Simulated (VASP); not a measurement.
# Os (P6_3/mmc) in VASP: notebook

Runs on Os. Level: r2SCAN. Tasks: single point.

All numbers are computed with VASP 6.6.1; they aren't measurements. Logs are shortened: lines on timing, memory, paths and dates and some standing lists are left out, and cuts for length are marked.

### 1 The cell of the first run

The structure is hexagonal, space group P6_3/mmc (No. 194). The conventional cell has a = 3.806 Å, b = 3.806 Å, c = 6.698 Å, α = 90.00°, β = 90.00°, γ = 120.00°. Os (site symmetry 3m) has 4 Os at 2.37 to 2.47 Å within 3.1 Å.

### 2 Single point, r2SCAN

POSCAR

```
Os
1.0
    3.8063087282      0.0000000000      0.0000000000
   -1.9031543641      3.2963600533      0.0000000000
    0.0000000000      0.0000000000      6.6979332999
Os
4
Direct
    0.3333333333      0.6666666667      0.4343691893
    0.6666666667      0.3333333333      0.9343691893
    0.6666666667      0.3333333333      0.5656308107
    0.3333333333      0.6666666667      0.0656308107
```

INCAR.step1

```
SYSTEM = Os
ALGO     = Normal         ! electronic algorithm
EDIFF    = 1E-4           ! SCF threshold, eV
ENCUT    = 520            ! plane-wave cutoff, eV
GGA      = PE             ! functional
ISMEAR   = 0              ! smearing method
LASPH    = .True.         ! aspherical terms in the spheres
LCHARG   = .False.        ! write CHGCAR
LREAL    = .False.        ! projectors in reciprocal space
LWAVE    = .True.         ! write WAVECAR
NBANDS   = 24             ! bands
NELM     = 60             ! most SCF steps
PREC     = Accurate       ! precision mode
SIGMA    = 0.1            ! smearing width, eV
```

INCAR.step2

```
SYSTEM = Os
ALGO     = Normal         ! electronic algorithm
EDIFF    = 1E-7           ! SCF threshold, eV
ENCUT    = 520            ! plane-wave cutoff, eV
ISIF     = 2              ! what is computed and relaxed
ISMEAR   = 0              ! smearing method
ISTART   = 1            
LASPH    = .True.         ! aspherical terms in the spheres
LCHARG   = .True.         ! write CHGCAR
LELF     = .True.         ! ELF
LMIXTAU  = .True.       
LREAL    = .False.        ! projectors in reciprocal space
LVHAR    = .True.       
LWAVE    = .False.        ! write WAVECAR
METAGGA  = R2SCAN         ! meta-GGA
NBANDS   = 24             ! bands
NELM     = 60             ! most SCF steps
PREC     = Accurate       ! precision mode
SIGMA    = 0.1            ! smearing width, eV
```

KPOINTS

```
k-points
0
Gamma
  15 15 8
  0 0 0
```

Potentials or basis: VASP PAW PBE potentials, release 64 (Os).

Run with:

```bash
cat potpaw_PBE.64/Os/POTCAR > POTCAR
cp INCAR.step1 INCAR
mpirun -np 1 vasp_std > vasp.out
cp INCAR.step2 INCAR
mpirun -np 1 vasp_std > vasp.out
```

OUTCAR:

```text
SYSTEM = Os
   EDIFF = 1E-7
   ENCUT = 520
   ISIF = 2
   ISMEAR = 0
   ISTART = 1
   LASPH = .True.
   LREAL = .False.
   METAGGA = R2SCAN
   NELM = 60
   PREC = Accurate

 ion  position               nearest neighbor table
   1  0.333  0.667  0.434-   3 2.37   3 2.37   3 2.37   4 2.47
   2  0.667  0.333  0.934-   4 2.37   4 2.37   4 2.37   3 2.47
   3  0.667  0.333  0.566-   1 2.37   1 2.37   1 2.37   2 2.47
   4  0.333  0.667  0.066-   2 2.37   2 2.37   2 2.37   1 2.47

  LATTYP: Found a hexagonal cell.
 ALAT       =     3.8063087282
 C/A-ratio  =     1.7596925994

  Lattice vectors:

 A1 = (   3.8063087282,   0.0000000000,   0.0000000000)
 A2 = (  -1.9031543641,   3.2963600533,   0.0000000000)
 A3 = (   0.0000000000,   0.0000000000,   6.6979332999)

Analysis of symmetry for initial positions (statically):
=====================================================================
 Subroutine PRICEL returns:
 Original cell was already a primitive cell.

 Routine SETGRP: Setting up the symmetry group for a
 hexagonal supercell.

 Subroutine GETGRP returns: Found 24 space group operations
 (whereof 12 operations were pure point group operations)
 out of a pool of 24 trial point group operations.

The static configuration has the point symmetry D_3d.
 The point group associated with its full space group is D_6h.

Analysis of symmetry for dynamics (positions and initial velocities):
=====================================================================
 Subroutine PRICEL returns:
 Original cell was already a primitive cell.

 Routine SETGRP: Setting up the symmetry group for a
 hexagonal supercell.

 Subroutine GETGRP returns: Found 24 space group operations
 (whereof 12 operations were pure point group operations)
 out of a pool of 24 trial point group operations.

The dynamic configuration has the point symmetry D_3d.
 The point group associated with its full space group is D_6h.

 Subroutine INISYM returns: Found 24 space group operations
 (whereof 12 operations are pure point group operations),
 and found     1 'primitive' translations

----------------------------------------------------------------------------------------

                                     Primitive cell

  volume of cell :      84.0387

  direct lattice vectors                    reciprocal lattice vectors
     3.806308728  0.000000000  0.000000000     0.262721726  0.151682459  0.000000000
    -1.903154364  3.296360053  0.000000000     0.000000000  0.303364919  0.000000000
     0.000000000  0.000000000  6.697933300     0.000000000  0.000000000  0.149299785

  length of vectors
     3.806308728  3.806308728  6.697933300     0.303364919  0.303364919  0.149299785

  position of ions in fractional coordinates (direct lattice)
     0.333333333  0.666666667  0.434369189
     0.666666667  0.333333333  0.934369189
     0.666666667  0.333333333  0.565630811
     0.333333333  0.666666667  0.065630811

  ion indices of the primitive-cell ions
   primitive index   ion index
                 1           1
                 2           2
                 3           3
                 4           4

----------------------------------------------------------------------------------------

 KPOINTS: k-points

Automatic generation of k-mesh.
 Grid dimensions read from file:
 generate k-points for:   15   15    8

 Generating k-lattice:

  Cartesian coordinates                     Fractional coordinates (reciprocal lattice)
     0.017514782  0.010112164  0.000000000     0.066666667  0.000000000  0.000000000
     0.000000000  0.020224328  0.000000000     0.000000000  0.066666667  0.000000000
     0.000000000  0.000000000  0.018662473     0.000000000  0.000000000  0.125000000

  Length of vectors
     0.020224328  0.020224328  0.018662473

  Shift w.r.t. Gamma in fractional coordinates (k-lattice)
     0.000000000  0.000000000  0.000000000

 Subroutine IBZKPT returns following result:
 ===========================================

 Found    135 irreducible k-points:

 Following reciprocal coordinates:
            Coordinates               Weight
  0.000000  0.000000  0.000000      1.000000
  0.066667  0.000000  0.000000      6.000000
  0.133333  0.000000  0.000000      6.000000
  0.200000  0.000000  0.000000      6.000000
  0.266667  0.000000  0.000000      6.000000
  0.333333  0.000000  0.000000      6.000000
[... 16 lines left out ...]
  0.333333  0.200000  0.000000     12.000000
  0.400000  0.200000  0.000000      6.000000
 [... further k-points ...]
   k-points           NKPTS =    135   k-points in BZ     NKDIM =    135   number of bands    NBANDS=     24
   number of dos      NEDOS =    301   number of ions     NIONS =      4
   total plane-waves  NPLWV =  39200
   dimension x,y,z NGX =    28 NGY =   28 NGZ =   50
   dimension x,y,z NGXF=    56 NGYF=   56 NGZF=  100
   ions per type =               4
   NGX,Y,Z   is equivalent  to a cutoff of  12.23, 12.23, 12.41 a.u.
   NGXF,Y,Z  is equivalent  to a cutoff of  24.46, 24.46, 24.82 a.u.
 SYSTEM =  Os
   PREC   = accura    normal or accurate (medium, high low for compatibility)
   ISTART =      1    job   : 0-new  1-cont  2-samecut
   ICHARG =      0    charge: 1-file 2-atom 10-const
   ISPIN  =      1    spin polarized calculation?
   LNONCOLLINEAR =      F non collinear calculations
   LSORBIT =      F    spin-orbit coupling
   LASPH  =      T    aspherical Exc in radial PAW
   ENCUT  =  520.0 eV  38.22 Ry    6.18 a.u.   7.08  7.08 12.45*2*pi/ulx,y,z
   NELM   =     60;   NELMIN=  2; NELMDL=  0     # of ELM steps
   EDIFF  = 0.1E-06   stopping-criterion for ELM
   LREAL  =      F    real-space projection
   EDIFFG = 0.1E-05   stopping-criterion for IOM
   NSW    =      0    number of steps for IOM
   IBRION =     -1    ionic relax: 0-MD 1-quasi-New 2-CG
   NFREE  =      0    steps in history (QN), initial steepest desc. (CG)
   ISIF   =      2    stress and relaxation
   ISYM   =      2    0-nonsym 1-usesym 2-fastsym
   POTIM  = 0.5000    time-step for ionic-motion
   TEBEG  =    0.0;   TEEND  =   0.0 temperature during run
   PSTRESS=    0.0 pullay stress
   NELECT =      32.0000    total number of electrons
   NUPDOWN=      -1.0000    fix difference up-down
   EMIN   =  10.00;   EMAX   =-10.00  energy-range for DOS
   EFERMI =   0.00;   METHOD = LEGACY
   ISMEAR =     0;   SIGMA  =   0.10  broadening in eV -4-tet -1-fermi 0-gaus
   EFERMI_NEDOS =   21; number of points for ismear=-14 and -15
   IALGO  =     38    algorithm
   IMIX   =      4    mixing-type and parameters
     AMIX     =   0.40;   BMIX     =  1.00
     AMIX_MAG =   1.60;   BMIX_MAG =  1.00
  volume/ion in A,a.u.               =      21.01       141.78
  Fermi-wavevector in a.u.,A,eV,Ry     =   1.186584  2.242318 19.156739  1.407981
  Thomas-Fermi vector in A             =   2.322753
   LORBIT       =      0    0 simple, 1 ext, 2 COOP (PROOUT), +10 PAW based schemes
   METAGGA = R2SCAN    functional components
   LHFCALC =     F    Hartree Fock is set to
   AEXX    =    0.0000 exact exchange contribution
   IVDW    =     0    specifies the selected vdW correction
   LEPSILON=     F    determine dielectric tensor
   LRPA    =     F    only Hartree local field effects (RPA)
 non-spin polarized calculation
 Gauss-broadening in eV      SIGMA  =   0.10
  energy-cutoff  :      520.00
  volume of cell :       84.04
 maximum number of plane-waves:      2287
   NGX = 15   NGY = 15   NGZ = 25

 number of electron      32.0000003 magnetization

 Free energy of the ion-electron system (eV)
  ---------------------------------------------------
  ext. energy  EPLUGINS =         0.00000000
  ---------------------------------------------------
  free energy    TOTEN  =      -207.01682026 eV

  energy without entropy =     -207.00710996  energy(sigma->0) =     -207.01196511

 E-fermi :   4.4693     XC(G=0): -12.1506

 val. band max:        4.4609376940   @ k =   0.3333   0.0000   0.2500
 cond. band min:       4.4767320444   @ k =   0.2000   0.2000   0.0000
 fundamental gap:      0.0157943504
 Fermi energy:         4.4692779838

 k-point     1 :       0.0000    0.0000    0.0000
  band No.  band energies     occupation
      1      -3.5167      2.00000
      2      -1.1585      2.00000
      3      -0.4208      2.00000
      4      -0.4208      2.00000
      5      -0.1759      2.00000
      6      -0.1759      2.00000
[... 16 lines left out ...]
     23       7.7160      0.00000
     24      14.7985      0.00000

 k-point     2 :       0.0667    0.0000    0.0000
  band No.  band energies     occupation
      1      -3.4362      2.00000
      2      -1.0932      2.00000
      3      -0.5705      2.00000
      4      -0.4818      2.00000
      5      -0.2410      2.00000
      6      -0.0468      2.00000
[... 16 lines left out ...]
     23       7.7490      0.00000
     24      14.6833      0.00000

 k-point     3 :       0.1333    0.0000    0.0000
  band No.  band energies     occupation
      1      -3.2000      2.00000
      2      -0.9102      2.00000
      3      -0.8141      2.00000
      4      -0.5327      2.00000
      5      -0.3692      2.00000
      6       0.1985      2.00000
[... 16 lines left out ...]
     23       7.8024      0.00000
     24      13.2826      0.00000
[... 514 lines left out ...]
 k-point    23 :       0.3333    0.2000    0.0000
  band No.  band energies     occupation
      1      -1.1087      2.00000
      2      -0.8811      2.00000
      3      -0.7937      2.00000
      4      -0.3120      2.00000
      5      -0.2831      2.00000
      6       0.1385      2.00000
[... 16 lines left out ...]
     23       7.8090      0.00000
     24       8.1301      0.00000

 k-point    24 :       0.4000    0.2000    0.0000
  band No.  band energies     occupation
      1      -1.0648      2.00000
      2      -0.8556      2.00000
      3      -0.6038      2.00000
      4      -0.5150      2.00000
      5      -0.2784      2.00000
      6       0.3109      2.00000
[... 16 lines left out ...]
     23       7.9031      0.00000
     24       8.6057      0.00000

 [... further k-points ...]

------------------------ aborting loop because EDIFF is reached ----------------------------------------

  FORCE on cell =-STRESS in cart. coord.  units (eV):
  Direction    XX          YY          ZZ          XY          YZ          ZX
  --------------------------------------------------------------------------------------
  -------------------------------------------------------------------------------------
  Total       -0.7265252     -0.7265252     -0.3550671      0.0000000      0.0000000      0.0000000
  in kB      -13.8510218    -13.8510218     -6.7692663      0.0000000      0.0000000      0.0000000
  external PRESSURE =     -11.4904366 kB  Pullay stress =       0.0000000 kB

 VOLUME and BASIS-vectors are now :
 -----------------------------------------------------------------------------
  energy-cutoff  :      520.00
  volume of cell :       84.04
      direct lattice vectors                 reciprocal lattice vectors
     3.806308728  0.000000000  0.000000000     0.262721726  0.151682459  0.000000000
    -1.903154364  3.296360053  0.000000000     0.000000000  0.303364919  0.000000000
     0.000000000  0.000000000  6.697933300     0.000000000  0.000000000  0.149299785

 POSITION                                       TOTAL-FORCE (eV/Angst)
 -----------------------------------------------------------------------------------
     -0.00000      2.19757      2.90938         0.000000      0.000000      0.099354
      1.90315      1.09879      6.25834        -0.000000     -0.000000      0.099354
      1.90315      1.09879      3.78856        -0.000000     -0.000000     -0.099354
     -0.00000      2.19757      0.43959         0.000000      0.000000     -0.099354
 -----------------------------------------------------------------------------------
    total drift:                               -0.000000      0.000000     -0.000000

  FREE ENERGIE OF THE ION-ELECTRON SYSTEM (eV)
  ---------------------------------------------------
  free  energy   TOTEN  =      -207.0168202609 eV

  energy  without entropy=     -207.0071099643  energy(sigma->0) =     -207.01196511
```

It took 6.7 min on 1 thread of Intel Xeon Platinum 8488C (Sapphire Rapids), shared host; peak memory 0.34 GiB.

What came out:

```yaml
Free_energy: -207.0168 eV
Pressure: -1.1 GPa
Largest_force: 0.099 eV/Å
Band_gap_on_the_k_mesh: zero (bands 16 and 17 overlap by 0.70 eV)
```

Forces on the atoms (eV/Å):
```
Os   0.000  0.000  0.099
Os   0.000  0.000  0.099
Os   0.000  0.000 -0.099
Os   0.000  0.000 -0.099
```

Caveat: the PAW data sets were made with another functional, which shifts forces and pressure a little; spin-orbit coupling is left out, which moves the levels of the heavy elements.

### 3 Single point, r2SCAN

This run uses another cell than the first one, of 14.05 Å³/atom.

POSCAR

```
Os
1.0
    2.7165578957      0.0000000000      0.0000000000
   -1.3582789478      2.3526081485      0.0000000000
    0.0000000000      0.0000000000      8.7932218011
Os
4
Direct
    0.0000000000      0.0000000000      0.0000000000
    0.0000000000      0.0000000000      0.5000000000
    0.3333333333      0.6666666667      0.7500000000
    0.6666666667      0.3333333333      0.2500000000
```

INCAR.step1

```
ALGO     = Normal         # electronic algorithm
EDIFF    = 1E-4           # SCF threshold, eV
ENCUT    = 520            # plane-wave cutoff, eV
GGA      = PE             # functional
ISMEAR   = 0              # smearing method
LASPH    = T              # aspherical terms in the spheres
LCHARG   = F              # write CHGCAR
LREAL    = F              # projectors in reciprocal space
LWAVE    = T              # write WAVECAR
NBANDS   = 24             # bands
NELM     = 80             # most SCF steps
PREC     = Accurate       # precision mode
SIGMA    = 0.1            # smearing width, eV
```

INCAR.step2

```
ALGO     = Normal         # electronic algorithm
EDIFF    = 1E-6           # SCF threshold, eV
ENCUT    = 520            # plane-wave cutoff, eV
ISIF     = 2              # what is computed and relaxed
ISMEAR   = 0              # smearing method
ISTART   = 1            
LASPH    = T              # aspherical terms in the spheres
LCHARG   = T              # write CHGCAR
LELF     = T              # ELF
LMIXTAU  = T            
LREAL    = F              # projectors in reciprocal space
LVHAR    = T            
LWAVE    = F              # write WAVECAR
METAGGA  = R2SCAN         # meta-GGA
NBANDS   = 24             # bands
NELM     = 80             # most SCF steps
PREC     = Accurate       # precision mode
SIGMA    = 0.1            # smearing width, eV
```

KPOINTS

```
k-points
0
Gamma
  9 9 2
```

Potentials or basis: VASP PAW PBE potentials, release 64 (Os).

Run with:

```bash
cat potpaw_PBE.64/Os/POTCAR > POTCAR
cp INCAR.step1 INCAR
mpirun -np 1 vasp_std > vasp.out
cp INCAR.step2 INCAR
mpirun -np 1 vasp_std > vasp.out
```

Wall time 1.9 min (1 thread of Oxide Virtual Turin-like, shared host); peak memory 0.15 GiB.

Results (log left out):

```
Free energy            : -211.6646 eV
Pressure               : 0.9 GPa
Band gap on the k mesh : zero (bands 16 and 17 overlap by 3.37 eV)
```

Stress tensor (GPa, compression positive):
```
0.92 0.00 0.00
0.00 0.92 0.00
0.00 0.00 1.00
```

Levels at points of the mesh, in eV from the Fermi level:
```tsv
k point	band 13	band 14	band 15	band 16	band 17	band 18	band 19	band 20
(0.00, 0.00, 0.00)	-2.75	-2.58	-2.58	-0.85	-0.85	-0.26	0.05	0.05
(0.00, 0.00, 0.50)	-2.93	-2.93	-2.16	-2.16	-0.34	-0.34	-0.34	-0.34
```

Caveat: the PAW data sets were made with another functional, which shifts forces and pressure a little; spin-orbit coupling is left out, which moves the levels of the heavy elements.

The gap in the log of VASP goes by the Fermi energy; the results here count the filled bands.